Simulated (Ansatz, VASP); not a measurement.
# One calculation of CaSi2N2, two programs

The input INCAR:

```
SYSTEM = CaSi2N2
ALGO = Normal
EDIFF = 1E-7
ENCUT = 520
GGA = PE
ISIF = 2
ISMEAR = 0
ISPIN = 2
LASPH = .TRUE.
LCHARG = .FALSE.
LORBIT = 11
LREAL = .FALSE.
LWAVE = .FALSE.
MAGMOM = 0 0 0 1 1
NBANDS = 26
NELM = 150
PREC = Accurate
SIGMA = 0.1
```

Contents of KPOINTS:

```
k-points
0
G
  6 6 4
  0 0 0
```

The input POSCAR:

```
CaSi2N2
1.0
    1.9260596294     -3.8911874809      0.0000000000
    1.9260596294      3.8911874809      0.0000000000
    0.0000000000      0.0000000000      7.0696623735
Ca Si N
1 2 2
Direct
    0.5000000000      0.5000000000      0.0000000000
    0.6522828757      0.3477171243      0.5000000000
    0.3477171243      0.6522828757      0.5000000000
    0.5000000000      0.5000000000      0.6838908580
    0.5000000000      0.5000000000      0.3161091420
```

Input for Ansatz:

```yaml
crystal:
  lattice:
    - [1.9260596294, -3.8911874809, 0.0]
    - [1.9260596294, 3.8911874809, 0.0]
    - [0.0, 0.0, 7.0696623735]
  atoms:
    - { symbol: Ca, position: [0.5, 0.5, 0.0] }
    - { symbol: Si, position: [0.6522828757, 0.3477171243, 0.5] }
    - { symbol: Si, position: [0.3477171243, 0.6522828757, 0.5] }
    - { symbol: "N", position: [0.5, 0.5, 0.683890858], spin: 1.0 }
    - { symbol: "N", position: [0.5, 0.5, 0.316109142], spin: 1.0 }
basis:
  ecutwfc: 420
kpoints:
  mp_grid: { grid: [6, 6, 4] }
hamiltonian:
  xc: pbe
scf:
  occupations: { method: gaussian, width: 0.1 }
  lower_state_search: "off"
output:
  forces: true
  stress: true
  eigenvalues: true
  populations: true
magnetization:
  spin_polarized: true
```

Alike in both runs: task single point; functional PBE; k mesh 6 × 6 × 4; occupations gaussian, width 0.1 eV; collinear spin.

|  | VASP | Ansatz |
| --- | --- | --- |
| version | VASP 6.6.1 | Ansatz 0.2.0 |
| potentials or method | VASP PAW PBE potentials, release 64 (Ca_sv, Si, N), cutoff 520 eV | scalar-relativistic, plane waves, PAW |
| valence electrons in the cell | 28 | 28 |

|  | VASP | Ansatz | Ansatz less VASP |
| --- | --- | --- | --- |
| gap on the k mesh at the Fermi level (eV) | none | none | - |
| pressure (GPa) | 0.0 | 0.0 | -0.06 |
| traceless stress, the component that is largest in VASP (GPa) | 0.25 | -0.05 | -0.304 |
| rms of the force components (eV/Å) | 0.004 | 0.006 | +0.0026 |
| net moment per atom (μB) | 0.00 | 0.00 | 0.000 |

Atom by atom the forces differ by 0.010 eV/Å (rms over components). A gap of «none» marks a metal or a gap that the smearing closes. The functional is the same, so the differences come from potentials, cutoffs and numerics. Ansatz's warnings: seeded moment not kept.
